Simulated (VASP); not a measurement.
# AlCu5 (Pmmm) in VASP: notebook

AlCu5 is run at these levels: PBE; tasks: single point, relaxation of shape and atoms at fixed volume.

All numbers are computed with VASP 6.6.1; they aren't measurements. Logs are shortened: lines on timing, memory, paths and dates and some standing lists are left out, and cuts for length are marked.

### 1 The cell of the first run

The structure is orthorhombic, space group Pmmm (No. 47). Conventional cell: a = 2.675 Å, b = 3.542 Å, c = 7.857 Å, α = 90.00°, β = 90.00°, γ = 90.00°. Al (site symmetry mmm) has 10 Cu at 2.59 to 2.64 Å and 2 Al at 2.67 Å within 3.4 Å. Within 3.4 Å of Cu (site symmetry mm2) lie 8 Cu at 2.57 to 2.68 Å and 4 Al at 2.59 Å. Within 3.4 Å of Cu (site symmetry mm2) lie 11 Cu at 2.56 to 2.67 Å and 1 Al at 2.64 Å. Cu (site symmetry mmm) has 12 Cu at 2.56 to 2.67 Å within 3.4 Å.

### 2 Single point, PBE

Input file INCAR:

```
  PREC = Accurate
  ENCUT = 520
  EDIFF = 1E-6
  ISMEAR = -1
  SIGMA = 0.15
  LREAL = F
  LASPH = T
  NELM = 100
  ALGO = Fast
  ISIF = 2
  LWAVE = F
  LCHARG = F
  GGA = PE
  NBANDS = 38
```

Input file KPOINTS:

```
Automatic mesh
0
Gamma
  16 10 6
```

Input file POSCAR:

```
AlCu5
1.0
    2.6749741923      0.0000000000      0.0000000000
    0.0000000000      3.5415165026      0.0000000000
    0.0000000000      0.0000000000      7.8569300143
Al Cu
1 5
Direct
    0.5000000000      0.5000000000      0.0000000000
    0.0000000000      0.0000000000      0.8297093849
    0.0000000000      0.0000000000      0.1702906151
    0.5000000000      0.5000000000      0.3362974314
    0.0000000000      0.0000000000      0.5000000000
    0.5000000000      0.5000000000      0.6637025686
```

Potentials or basis: VASP PAW PBE potentials, release 64 (Al, Cu).

On the command line:

```console
$ cat potpaw_PBE.64/Al/POTCAR potpaw_PBE.64/Cu/POTCAR > POTCAR
$ mpirun -np 1 vasp_std > vasp.out
```

OUTCAR:

```text
PREC = Accurate
   ENCUT = 520
   EDIFF = 1E-6
   ISMEAR = -1
   LREAL = F
   LASPH = T
   NELM = 100
   ISIF = 2
   GGA = PE

 ion  position               nearest neighbor table
   1  0.500  0.500  0.000-   2 2.59   3 2.59   2 2.59   3 2.59   2 2.59   3 2.59   2 2.59   3 2.59
                             4 2.64   6 2.64
   2  0.000  0.000  0.830-   6 2.57   6 2.57   6 2.57   6 2.57   5 2.59   1 2.59   1 2.59   1 2.59
                             1 2.59   3 2.68
   3  0.000  0.000  0.170-   4 2.57   4 2.57   4 2.57   4 2.57   5 2.59   1 2.59   1 2.59   1 2.59
                             1 2.59   2 2.68
   4  0.500  0.500  0.336-   5 2.56   5 2.56   5 2.56   5 2.56   6 2.57   3 2.57   3 2.57   3 2.57
                             3 2.57   1 2.64
   5  0.000  0.000  0.500-   4 2.56   6 2.56   4 2.56   6 2.56   4 2.56   6 2.56   4 2.56   6 2.56
                             2 2.59   3 2.59
   6  0.500  0.500  0.664-   5 2.56   5 2.56   5 2.56   5 2.56   4 2.57   2 2.57   2 2.57   2 2.57
                             2 2.57   1 2.64

  LATTYP: Found a simple orthorhombic cell.
 ALAT       =     2.6749741923
 B/A-ratio  =     1.3239441759
 C/A-ratio  =     2.9371984361

  Lattice vectors:

 A1 = (   2.6749741923,   0.0000000000,   0.0000000000)
 A2 = (   0.0000000000,   3.5415165026,   0.0000000000)
 A3 = (   0.0000000000,   0.0000000000,   7.8569300143)

Analysis of symmetry for initial positions (statically):
=====================================================================
 Subroutine PRICEL returns:
 Original cell was already a primitive cell.

 Routine SETGRP: Setting up the symmetry group for a
 simple orthorhombic supercell.

 Subroutine GETGRP returns: Found  8 space group operations
 (whereof  8 operations were pure point group operations)
 out of a pool of  8 trial point group operations.

The static configuration has the point symmetry D_2h.

Analysis of symmetry for dynamics (positions and initial velocities):
=====================================================================
 Subroutine PRICEL returns:
 Original cell was already a primitive cell.

 Routine SETGRP: Setting up the symmetry group for a
 simple orthorhombic supercell.

 Subroutine GETGRP returns: Found  8 space group operations
 (whereof  8 operations were pure point group operations)
 out of a pool of  8 trial point group operations.

The dynamic configuration has the point symmetry D_2h.

 Subroutine INISYM returns: Found  8 space group operations
 (whereof  8 operations are pure point group operations),
 and found     1 'primitive' translations

[... 107 lines left out ...]
   NFREE  =      0    steps in history (QN), initial steepest desc. (CG)
   ISIF   =      2    stress and relaxation
   ISYM   =      2    0-nonsym 1-usesym 2-fastsym
   POTIM  = 0.5000    time-step for ionic-motion
   TEBEG  =    0.0;   TEEND  =   0.0 temperature during run
   PSTRESS=    0.0 pullay stress
   NELECT =      58.0000    total number of electrons
   NUPDOWN=      -1.0000    fix difference up-down
   EMIN   =  10.00;   EMAX   =-10.00  energy-range for DOS
   EFERMI =   0.00;   METHOD = LEGACY
   ISMEAR =    -1;   SIGMA  =   0.15  broadening in eV -4-tet -1-fermi 0-gaus
   EFERMI_NEDOS =   21; number of points for ismear=-14 and -15
   IALGO  =     68    algorithm
   IMIX   =      4    mixing-type and parameters
     AMIX     =   0.40;   BMIX     =  1.00
     AMIX_MAG =   1.60;   BMIX_MAG =  1.00
  volume/ion in A,a.u.               =      12.41        83.72
  Fermi-wavevector in a.u.,A,eV,Ry     =   1.506481  2.846836 30.878207  2.269484
  Thomas-Fermi vector in A             =   2.617193
   LORBIT       =      0    0 simple, 1 ext, 2 COOP (PROOUT), +10 PAW based schemes
   GGA     = PE    functional components
   LHFCALC =     F    Hartree Fock is set to
   AEXX    =    0.0000 exact exchange contribution
   IVDW    =     0    specifies the selected vdW correction
   LEPSILON=     F    determine dielectric tensor
   LRPA    =     F    only Hartree local field effects (RPA)
 non-spin polarized calculation
 RMM-DIIS sequential band-by-band and
  energy-cutoff  :      520.00
  volume of cell :       74.43
 maximum number of plane-waves:      2032
 NGX is ok and might be reduce to    20
   NGX =  9   NGY = 13   NGZ = 29

 number of electron      57.9999996 magnetization

 Free energy of the ion-electron system (eV)
  ---------------------------------------------------
  ext. energy  EPLUGINS =         0.00000000
  ---------------------------------------------------
  free energy    TOTEN  =       -22.97875485 eV

  energy without entropy =      -22.85015506  energy(sigma->0) =      -22.91445496

 E-fermi :   7.9105     XC(G=0): -12.2600

 val. band max:        7.8755031574   @ k =   0.1875   0.4000   0.0000
 cond. band min:       7.9157597300   @ k =   0.1875   0.5000   0.5000
 fundamental gap:      0.0402565727
 Fermi energy:         7.9104640700

 k-point     1 :       0.0000    0.0000    0.0000
  band No.  band energies     occupation
      1      -2.3603      2.00000
      2       0.4187      2.00000
      3       0.5343      2.00000
      4       3.1715      2.00000
      5       3.5320      2.00000
      6       3.5724      2.00000
[... 973 lines left out ...]
     37      16.0037      0.00000
     38      17.6045      0.00000

 [... further k-points ...]

------------------------ aborting loop because EDIFF is reached ----------------------------------------

  FORCE on cell =-STRESS in cart. coord.  units (eV):
  Direction    XX          YY          ZZ          XY          YZ          ZX
  --------------------------------------------------------------------------------------
  -------------------------------------------------------------------------------------
  Total        0.1617484      0.1962103      0.2137526      0.0000000      0.0000000      0.0000000
  in kB        3.4816805      4.2234819      4.6010847      0.0000000      0.0000000      0.0000000
  external PRESSURE =       4.1020823 kB  Pullay stress =       0.0000000 kB

 VOLUME and BASIS-vectors are now :
 -----------------------------------------------------------------------------
  energy-cutoff  :      520.00
  volume of cell :       74.43
      direct lattice vectors                 reciprocal lattice vectors
     2.674974192  0.000000000  0.000000000     0.373835382  0.000000000  0.000000000
     0.000000000  3.541516503  0.000000000     0.000000000  0.282364913  0.000000000
     0.000000000  0.000000000  7.856930014     0.000000000  0.000000000  0.127276175

 POSITION                                       TOTAL-FORCE (eV/Angst)
 -----------------------------------------------------------------------------------
      1.33749      1.77076      0.00000        -0.000000     -0.000000      0.000000
      0.00000      0.00000      6.51897        -0.000000     -0.000000      0.000235
      0.00000      0.00000      1.33796         0.000000      0.000000     -0.000235
      1.33749      1.77076      2.64227        -0.000000     -0.000000     -0.001006
      0.00000      0.00000      3.92847        -0.000000     -0.000000      0.000000
      1.33749      1.77076      5.21466         0.000000     -0.000000      0.001006
 -----------------------------------------------------------------------------------
    total drift:                               -0.000000      0.000000      0.000000

  FREE ENERGIE OF THE ION-ELECTRON SYSTEM (eV)
  ---------------------------------------------------
  free  energy   TOTEN  =       -22.9787548522 eV

  energy  without entropy=      -22.8501550594  energy(sigma->0) =      -22.91445496
```

OSZICAR:

```text
N       E                     dE             d eps       ncg     rms          rms(c)
DAV:   1     0.472480626347E+03    0.47248E+03   -0.25165E+04 16536   0.252E+03
DAV:   2     0.225662911628E+02   -0.44991E+03   -0.43621E+03 16416   0.430E+02
DAV:   3    -0.273723741458E+02   -0.49939E+02   -0.47161E+02 17682   0.190E+02
DAV:   4    -0.289758635552E+02   -0.16035E+01   -0.15950E+01 20438   0.461E+01
DAV:   5    -0.290056808983E+02   -0.29817E-01   -0.29812E-01 25152   0.542E+00    0.203E+01
RMM:   6    -0.271179288558E+02    0.18878E+01   -0.67080E+01 18487   0.109E+02    0.139E+01
RMM:   7    -0.229729832819E+02    0.41449E+01   -0.16230E+01 17304   0.569E+01    0.136E+00
RMM:   8    -0.229731161654E+02   -0.13288E-03   -0.42116E-01 18685   0.818E+00    0.912E-01
RMM:   9    -0.229774233604E+02   -0.43072E-02   -0.14953E-01 19710   0.259E+00    0.353E-01
RMM:  10    -0.229780082023E+02   -0.58484E-03   -0.37001E-02 20114   0.170E+00    0.178E-01
RMM:  11    -0.229785640433E+02   -0.55584E-03   -0.13513E-02 20859   0.982E-01    0.131E-01
RMM:  12    -0.229788015127E+02   -0.23747E-03   -0.42799E-03 22613   0.421E-01    0.736E-02
RMM:  13    -0.229788224042E+02   -0.20892E-04   -0.10094E-03 19399   0.317E-01    0.814E-02
RMM:  14    -0.229787417991E+02    0.80605E-04   -0.53293E-04 18786   0.301E-01    0.205E-02
RMM:  15    -0.229787533244E+02   -0.11525E-04   -0.18770E-04 24389   0.826E-02    0.601E-03
RMM:  16    -0.229787544170E+02   -0.10927E-05   -0.10383E-05 17771   0.209E-02    0.974E-03
RMM:  17    -0.229787548522E+02   -0.43516E-06   -0.18559E-06 11826   0.158E-02
   1 F= -.22978755E+02 E0= -.22914455E+02  d E =-.128600E+00
```

Wall time 13 min (1 thread of Intel Xeon 8259CL, shared host); peak memory 0.53 GiB.

Results:

- Free energy: -22.9788 eV
- Pressure: 0.4 GPa
- Band gap on the k mesh: zero (bands 29 and 30 overlap by 3.72 eV)

Stress tensor (GPa, compression positive):
```
0.35 0.00 0.00
0.00 0.42 0.00
0.00 0.00 0.46
```

Levels at points of the mesh, in eV from the Fermi level:
```
           k point  band 26  band 27  band 28  band 29  band 30  band 31  band 32  band 33
(0.00, 0.00, 0.00)    -2.13    -1.98    -1.69     0.94     1.51     1.85     4.50     4.72
(0.50, 0.00, 0.00)    -1.69    -1.58    -0.61    -0.43    -0.32    -0.24     5.80     6.50
(0.00, 0.50, 0.00)    -2.02    -1.96    -1.80    -1.75    -1.67    -1.66     3.80     4.17
(0.50, 0.50, 0.00)    -1.84    -1.77     0.51     1.09     1.82     1.93     1.96     2.58
(0.00, 0.00, 0.50)    -2.02    -1.69    -1.59    -1.04     1.73     2.72     4.50     6.35
(0.50, 0.00, 0.50)    -1.62    -1.50    -0.82    -0.73     0.17     0.42     4.23     4.86
(0.00, 0.50, 0.50)    -1.95    -1.87    -1.81    -1.79    -1.75    -1.42     2.03     2.17
(0.50, 0.50, 0.50)    -0.72    -0.45    -0.26    -0.22     0.51     1.11     2.96     3.37
```

### 3 Relaxation of shape and atoms at fixed volume, PBE (13.14 Å³/atom)

This run uses another cell than the first one, of 13.14 Å³/atom.

Input file INCAR:

```
  PREC = Accurate
  ENCUT = 600
  EDIFF = 1E-6
  ISMEAR = 0
  SIGMA = 0.1
  LREAL = F
  LASPH = T
  NELM = 100
  ALGO = Fast
  ISIF = 4
  LWAVE = F
  LCHARG = F
  GGA = PE
  IBRION = 2
  NSW = 50
  EDIFFG = -0.01
```

Input file KPOINTS:

```
Automatic mesh
0
Gamma
  14 10 6
```

Input file POSCAR:

```
AlCu5
1.0
    2.7196289660      0.0000000000      0.0000000000
    0.0000000000      3.6185647270      0.0000000000
    0.0000000000      0.0000000000      8.0131013390
Al Cu
1 5
Direct
    0.5000000000      0.5000000000      0.0000000000
    0.0000000000      0.0000000000      0.8295071757
    0.0000000000      0.0000000000      0.1704928243
    0.5000000000      0.5000000000      0.3362873296
    0.0000000000      0.0000000000      0.5000000000
    0.5000000000      0.5000000000      0.6637126704
```

Potentials or basis: VASP PAW PBE potentials, release 64 (Al, Cu).

On the command line:

```console
$ cat potpaw_PBE.64/Al/POTCAR potpaw_PBE.64/Cu/POTCAR > POTCAR
$ mpirun -np 1 vasp_std > vasp.out
```

It took 20 min on 1 thread of Oxide Virtual Turin-like, shared host; peak memory 0.55 GiB.

Results (log left out):

* Free energy: -22.8360 eV
* Energy gained by relaxing: 0.0 meV/atom
* Ionic steps: 2
* Pressure after relaxing: -6.2 GPa
* Largest force after relaxing: 0.006 eV/Å
* Band gap on the k mesh: zero (bands 29 and 30 overlap by 3.62 eV)

Forces in eV/Å, atoms in the order of the input:
```
Al   0.000  0.000  0.000
Cu   0.000  0.000 -0.006
Cu   0.000  0.000  0.006
Cu   0.000  0.000  0.004
Cu   0.000  0.000  0.000
Cu   0.000  0.000 -0.004
```

Final structure:
```xyz
6
Lattice="2.7195 0.0000 0.0000 0.0000 3.6194 0.0000 0.0000 0.0000 8.0114" Properties=species:S:1:pos:R:3 pbc="T T T"
Al    1.3598    1.8097    0.0000
Cu    0.0000    3.6194    6.6450
Cu    2.7195    0.0000    1.3665
Cu    1.3598    1.8097    2.6945
Cu    0.0000    3.6194    4.0057
Cu    1.3598    1.8097    5.3169
```

Levels at points of the mesh, in eV from the Fermi level:
| k point | band 26 | band 27 | band 28 | band 29 | band 30 | band 31 | band 32 | band 33 |
| --- | --- | --- | --- | --- | --- | --- | --- | --- |
| (0.00, 0.00, 0.00) | -2.05 | -1.91 | -1.64 | 0.88 | 1.42 | 1.72 | 4.22 | 4.54 |
| (0.50, 0.00, 0.00) | -1.65 | -1.55 | -0.59 | -0.41 | -0.28 | -0.23 | 5.62 | 6.28 |
| (0.00, 0.50, 0.00) | -1.94 | -1.89 | -1.75 | -1.69 | -1.62 | -1.61 | 3.60 | 3.99 |
| (0.50, 0.50, 0.00) | -1.71 | -1.68 | 0.48 | 0.84 | 1.81 | 1.87 | 1.91 | 2.49 |
| (0.00, 0.00, 0.50) | -1.94 | -1.64 | -1.55 | -1.05 | 1.60 | 2.63 | 4.21 | 6.07 |
| (0.50, 0.00, 0.50) | -1.59 | -1.47 | -0.80 | -0.72 | 0.24 | 0.49 | 4.03 | 4.55 |
| (0.00, 0.50, 0.50) | -1.89 | -1.81 | -1.74 | -1.70 | -1.69 | -1.29 | 1.80 | 1.97 |
| (0.50, 0.50, 0.50) | -0.74 | -0.33 | -0.22 | -0.16 | 0.48 | 0.86 | 2.73 | 3.12 |

The gap in the log of VASP goes by the Fermi energy; the results here count the filled bands.